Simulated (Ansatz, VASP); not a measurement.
One calculation of Al2Cu, two programs

```xyz
3
Lattice="4.0867 0.0014 -0.0100 0.0014 4.1026 0.0178 -0.0071 0.0126 2.9085" Properties=species:S:1:pos:R:3 pbc="T T T"
Al    1.9123    0.0550    1.3819
Al    0.0851    2.0871    1.2508
Cu    0.1027    0.1450    0.0532
```

Change from the starting cell: all atoms moved at random (sigma 0.1 Å), cell strained at random (1 %).

Alike in both runs: task single point; functional PBEsol; k mesh 8 × 8 × 10; occupations gaussian, width 0.1 eV; no spin polarisation.

|  | VASP | Ansatz |
| --- | --- | --- |
| version | VASP 6.6.1 | Ansatz 0.2.0 |
| potentials or method | VASP PAW PBE potentials, release 64 (Al, Cu), cutoff 520 eV | scalar-relativistic, plane waves, PAW |
| valence electrons in the cell | 17 | 25 |

VASP gave:

- gap on the k mesh at the Fermi level (eV): none
- pressure (GPa): 2.1
- traceless stress, the component that is largest in VASP (GPa): 2.83
- rms of the force components (eV/Å): 1.144

Q: What did Ansatz give for the same quantities?

A: gap on the k mesh at the Fermi level (eV): none; pressure (GPa): 1.9; traceless stress, the component that is largest in VASP (GPa): 2.82; rms of the force components (eV/Å): 1.138.

VASP's potentials were made for PBE, not for PBEsol. Atom by atom the forces differ by 0.006 eV/Å (rms over components). A gap of «none» marks a metal or a gap that the smearing closes. VASP's potentials hold 17 valence electrons a cell and Ansatz's 25, so a difference there can come from the potentials and not from the codes.
